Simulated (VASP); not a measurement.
# ZrN (Fm-3m) in VASP: further runs

Runs on ZrN. Level: PBE. Tasks: single point.

Program: VASP 6.6.1. These are calculated values, not measurements. Logs are shortened: lines on timing, memory, paths and dates and some standing lists are left out, and cuts for length are marked.

## 1. The cell of the first run

It takes space group Fm-3m (No. 225, cubic). The conventional cell has a = 4.474 Å, b = 4.474 Å, c = 4.474 Å, α = 90.00°, β = 90.00°, γ = 90.00°. Within 3.0 Å of Zr (site symmetry m-3m) lie 6 N at 2.24 Å. Within 3.0 Å of N (site symmetry m-3m) lie 6 Zr at 2.24 Å.

## 2. Single point, PBE

Input file INCAR:

```
SYSTEM = ZrN
ALGO = Normal
EDIFF = 1E-6
ENCUT = 600
GGA = PE
GGA_COMPAT = .False.
ISIF = 2
ISMEAR = 1
LASPH = .True.
LCHARG = .False.
LREAL = .False.
LWAVE = .False.
NBANDS = 16
NELM = 120
PREC = Accurate
SIGMA = 0.1
```

Input file KPOINTS:

```
k-points
0
Gamma
  11 11 11
  0 0 0
```

Input file POSCAR:

```
ZrN
1.0
    0.0000000000      2.2369543003      2.2369543003
    2.2369543003      0.0000000000      2.2369543003
    2.2369543003      2.2369543003      0.0000000000
Zr N
1 1
Direct
    0.5000000000      0.5000000000      0.5000000000
    0.0000000000      0.0000000000      0.0000000000
```

Potentials or basis: VASP PAW PBE potentials, release 64 (Zr_sv, N).

The run is started by

```sh
$ cat potpaw_PBE.64/Zr_sv/POTCAR potpaw_PBE.64/N/POTCAR > POTCAR
$ mpirun -np 1 vasp_std > vasp.out
```

OUTCAR:

```text
SYSTEM = ZrN
   EDIFF = 1E-6
   ENCUT = 600
   GGA = PE
   ISIF = 2
   ISMEAR = 1
   LASPH = .True.
   LREAL = .False.
   NELM = 120
   PREC = Accurate

 ion  position               nearest neighbor table
   1  0.500  0.500  0.500-   2 2.24   2 2.24   2 2.24   2 2.24   2 2.24   2 2.24
   2  0.000  0.000  0.000-   1 2.24   1 2.24   1 2.24   1 2.24   1 2.24   1 2.24

  LATTYP: Found a face centered cubic cell.
 ALAT       =     4.4739086006

  Lattice vectors:

 A1 = (   0.0000000000,   2.2369543003,   2.2369543003)
 A2 = (   2.2369543003,   0.0000000000,   2.2369543003)
 A3 = (   2.2369543003,   2.2369543003,   0.0000000000)

Analysis of symmetry for initial positions (statically):
=====================================================================
 Subroutine PRICEL returns:
 Original cell was already a primitive cell.

 Routine SETGRP: Setting up the symmetry group for a
 face centered cubic supercell.

 Subroutine GETGRP returns: Found 48 space group operations
 (whereof 48 operations were pure point group operations)
 out of a pool of 48 trial point group operations.

The static configuration has the point symmetry O_h .

Analysis of symmetry for dynamics (positions and initial velocities):
=====================================================================
 Subroutine PRICEL returns:
 Original cell was already a primitive cell.

 Routine SETGRP: Setting up the symmetry group for a
 face centered cubic supercell.

 Subroutine GETGRP returns: Found 48 space group operations
 (whereof 48 operations were pure point group operations)
 out of a pool of 48 trial point group operations.

The dynamic configuration has the point symmetry O_h .

 Subroutine INISYM returns: Found 48 space group operations
 (whereof 48 operations are pure point group operations),
 and found     1 'primitive' translations

----------------------------------------------------------------------------------------

                                     Primitive cell

  volume of cell :      22.3873

  direct lattice vectors                    reciprocal lattice vectors
     0.000000000  2.236954300  2.236954300    -0.223518201  0.223518201  0.223518201
     2.236954300  0.000000000  2.236954300     0.223518201 -0.223518201  0.223518201
     2.236954300  2.236954300  0.000000000     0.223518201  0.223518201 -0.223518201

  length of vectors
     3.163531110  3.163531110  3.163531110     0.387144880  0.387144880  0.387144880

  position of ions in fractional coordinates (direct lattice)
     0.500000000  0.500000000  0.500000000
     0.000000000  0.000000000  0.000000000

  ion indices of the primitive-cell ions
   primitive index   ion index
                 1           1
                 2           2

----------------------------------------------------------------------------------------

 KPOINTS: k-points

Automatic generation of k-mesh.
 Grid dimensions read from file:
 generate k-points for:   11   11   11

 Generating k-lattice:

  Cartesian coordinates                     Fractional coordinates (reciprocal lattice)
    -0.020319836  0.020319836  0.020319836     0.090909091  0.000000000  0.000000000
     0.020319836 -0.020319836  0.020319836     0.000000000  0.090909091  0.000000000
     0.020319836  0.020319836 -0.020319836     0.000000000  0.000000000  0.090909091

  Length of vectors
     0.035194989  0.035194989  0.035194989

  Shift w.r.t. Gamma in fractional coordinates (k-lattice)
     0.000000000  0.000000000  0.000000000

 Subroutine IBZKPT returns following result:
 ===========================================

 Found     56 irreducible k-points:

 Following reciprocal coordinates:
            Coordinates               Weight
  0.000000  0.000000  0.000000      1.000000
  0.090909  0.000000  0.000000      8.000000
  0.181818  0.000000  0.000000      8.000000
  0.272727  0.000000  0.000000      8.000000
  0.363636  0.000000  0.000000      8.000000
  0.454545  0.000000  0.000000      8.000000
[... 16 lines left out ...]
 -0.272727  0.181818  0.000000     24.000000
 -0.181818  0.181818  0.000000     12.000000
 [... further k-points ...]
   k-points           NKPTS =     56   k-points in BZ     NKDIM =     56   number of bands    NBANDS=     16
   number of dos      NEDOS =    301   number of ions     NIONS =      2
   total plane-waves  NPLWV =  21952
   dimension x,y,z NGX =    28 NGY =   28 NGZ =   28
   dimension x,y,z NGXF=    56 NGYF=   56 NGZF=   56
   ions per type =               1   1
   NGX,Y,Z   is equivalent  to a cutoff of  14.71, 14.71, 14.71 a.u.
   NGXF,Y,Z  is equivalent  to a cutoff of  29.43, 29.43, 29.43 a.u.
 SYSTEM =  ZrN
   PREC   = accura    normal or accurate (medium, high low for compatibility)
   ISTART =      0    job   : 0-new  1-cont  2-samecut
   ICHARG =      2    charge: 1-file 2-atom 10-const
   ISPIN  =      1    spin polarized calculation?
   LNONCOLLINEAR =      F non collinear calculations
   LSORBIT =      F    spin-orbit coupling
   LASPH  =      T    aspherical Exc in radial PAW
   ENCUT  =  600.0 eV  44.10 Ry    6.64 a.u.   6.32  6.32  6.32*2*pi/ulx,y,z
   NELM   =    120;   NELMIN=  2; NELMDL= -5     # of ELM steps
   EDIFF  = 0.1E-05   stopping-criterion for ELM
   LREAL  =      F    real-space projection
   EDIFFG = 0.1E-04   stopping-criterion for IOM
   NSW    =      0    number of steps for IOM
   IBRION =     -1    ionic relax: 0-MD 1-quasi-New 2-CG
   NFREE  =      0    steps in history (QN), initial steepest desc. (CG)
   ISIF   =      2    stress and relaxation
   ISYM   =      2    0-nonsym 1-usesym 2-fastsym
   POTIM  = 0.5000    time-step for ionic-motion
   TEBEG  =    0.0;   TEEND  =   0.0 temperature during run
   PSTRESS=    0.0 pullay stress
   NELECT =      17.0000    total number of electrons
   NUPDOWN=      -1.0000    fix difference up-down
   EMIN   =  10.00;   EMAX   =-10.00  energy-range for DOS
   EFERMI =   0.00;   METHOD = LEGACY
   ISMEAR =     1;   SIGMA  =   0.10  broadening in eV -4-tet -1-fermi 0-gaus
   EFERMI_NEDOS =   21; number of points for ismear=-14 and -15
   IALGO  =     38    algorithm
   IMIX   =      4    mixing-type and parameters
     AMIX     =   0.40;   BMIX     =  1.00
     AMIX_MAG =   1.60;   BMIX_MAG =  1.00
  volume/ion in A,a.u.               =      11.19        75.54
  Fermi-wavevector in a.u.,A,eV,Ry     =   1.493565  2.822428 30.350997  2.230735
  Thomas-Fermi vector in A             =   2.605949
   LORBIT       =      0    0 simple, 1 ext, 2 COOP (PROOUT), +10 PAW based schemes
   GGA     = PE    functional components
   LHFCALC =     F    Hartree Fock is set to
   AEXX    =    0.0000 exact exchange contribution
   IVDW    =     0    specifies the selected vdW correction
   LEPSILON=     F    determine dielectric tensor
   LRPA    =     F    only Hartree local field effects (RPA)
 non-spin polarized calculation
 Methfessel and Paxton  Order N= 1 SIGMA  =   0.10
  energy-cutoff  :      600.00
  volume of cell :       22.39
 maximum number of plane-waves:       760
 NGX is ok and might be reduce to    28
   NGX = 13   NGY = 13   NGZ = 13

 number of electron      17.0000000 magnetization

 Free energy of the ion-electron system (eV)
  ---------------------------------------------------
  ext. energy  EPLUGINS =         0.00000000
  ---------------------------------------------------
  free energy    TOTEN  =       -20.23227439 eV

  energy without entropy =      -20.23154928  energy(sigma->0) =      -20.23203269

 E-fermi :  12.8905     XC(G=0): -12.8940

 val. band max:       12.8604695209   @ k =  -0.3636   0.3636   0.0909
 cond. band min:      12.8987147684   @ k =  -0.0909   0.0909   0.0000
 fundamental gap:      0.0382452475
 Fermi energy:        12.8904630540

 k-point     1 :       0.0000    0.0000    0.0000
  band No.  band energies     occupation
      1     -36.4542      2.00000
      2     -13.9882      2.00000
      3     -13.9882      2.00000
      4     -13.9882      2.00000
      5      -3.6384      2.00000
      6      10.1844      2.00000
[... 8 lines left out ...]
     15      22.2139      0.00000
     16      36.8481      0.00000

 k-point     2 :       0.0909    0.0000    0.0000
  band No.  band energies     occupation
      1     -36.4389      2.00000
      2     -14.1252      2.00000
      3     -13.9975      2.00000
      4     -13.9975      2.00000
      5      -3.4389      2.00000
      6       9.4865      2.00000
[... 8 lines left out ...]
     15      22.8269      0.00000
     16      34.9533      0.00000

 k-point     3 :       0.1818    0.0000    0.0000
  band No.  band energies     occupation
      1     -36.3977      2.00000
      2     -14.4743      2.00000
      3     -14.0224      2.00000
      4     -14.0224      2.00000
      5      -2.9111      2.00000
      6       8.1288      2.00000
[... 8 lines left out ...]
     15      24.3623      0.00000
     16      32.5070      0.00000

 k-point     4 :       0.2727    0.0000    0.0000
  band No.  band energies     occupation
      1     -36.3431      2.00000
      2     -14.8980      2.00000
      3     -14.0545      2.00000
      4     -14.0545      2.00000
      5      -2.2191      2.00000
      6       6.7578      2.00000
[... 8 lines left out ...]
     15      25.8436      0.00000
     16      30.2789      0.00000
[... 324 lines left out ...]
 k-point    22 :      -0.3636    0.1818    0.0000
  band No.  band energies     occupation
      1     -36.2443      2.00000
      2     -15.2576      2.00000
      3     -14.4222      2.00000
      4     -14.1359      2.00000
      5      -1.6260      2.00000
      6       5.6854      2.00000
[... 8 lines left out ...]
     15      25.8679      0.00000
     16      26.4458      0.00000

 k-point    23 :      -0.2727    0.1818    0.0000
  band No.  band energies     occupation
      1     -36.2782      2.00000
      2     -15.0794      2.00000
      3     -14.3941      2.00000
      4     -14.0767      2.00000
      5      -1.8121      2.00000
      6       5.9421      2.00000
[... 8 lines left out ...]
     15      26.3979      0.00000
     16      26.6567      0.00000

 k-point    24 :      -0.1818    0.1818    0.0000
  band No.  band energies     occupation
      1     -36.3249      2.00000
      2     -14.8491      2.00000
      3     -14.2867      2.00000
      4     -14.0291      2.00000
      5      -2.1807      2.00000
      6       6.5406      2.00000
[... 8 lines left out ...]
     15      26.3467      0.00000
     16      27.7367      0.00000

 [... further k-points ...]

------------------------ aborting loop because EDIFF is reached ----------------------------------------

  FORCE on cell =-STRESS in cart. coord.  units (eV):
  Direction    XX          YY          ZZ          XY          YZ          ZX
  --------------------------------------------------------------------------------------
  -------------------------------------------------------------------------------------
  Total        3.3462982      3.3462982      3.3462982      0.0000000      0.0000000      0.0000000
  in kB      239.4825591    239.4825591    239.4825591      0.0000000      0.0000000      0.0000000
  external PRESSURE =     239.4825591 kB  Pullay stress =       0.0000000 kB

 VOLUME and BASIS-vectors are now :
 -----------------------------------------------------------------------------
  energy-cutoff  :      600.00
  volume of cell :       22.39
      direct lattice vectors                 reciprocal lattice vectors
     0.000000000  2.236954300  2.236954300    -0.223518201  0.223518201  0.223518201
     2.236954300  0.000000000  2.236954300     0.223518201 -0.223518201  0.223518201
     2.236954300  2.236954300  0.000000000     0.223518201  0.223518201 -0.223518201

 POSITION                                       TOTAL-FORCE (eV/Angst)
 -----------------------------------------------------------------------------------
      2.23695      2.23695      2.23695        -0.000000      0.000000     -0.000000
      0.00000      0.00000      0.00000         0.000000     -0.000000      0.000000
 -----------------------------------------------------------------------------------
    total drift:                                0.000000      0.000000      0.000000

  FREE ENERGIE OF THE ION-ELECTRON SYSTEM (eV)
  ---------------------------------------------------
  free  energy   TOTEN  =       -20.2322743872 eV

  energy  without entropy=      -20.2315492821  energy(sigma->0) =      -20.23203269
```

Wall time 16 s (1 thread of AMD EPYC 9R45 (Zen 5), shared host); peak memory 0.14 GiB.

What came out:

```yaml
Free_energy: -20.2323 eV
Pressure: 23.9 GPa
```

Levels at points of the mesh, in eV from the Fermi level:
```
           k point  band 7  band 8  band 9  band 10  band 11  band 12
(0.00, 0.00, 0.00)   -2.71   -2.71   -0.38    -0.38    -0.38     1.81
```

(Part 1 of 2 ends here.)
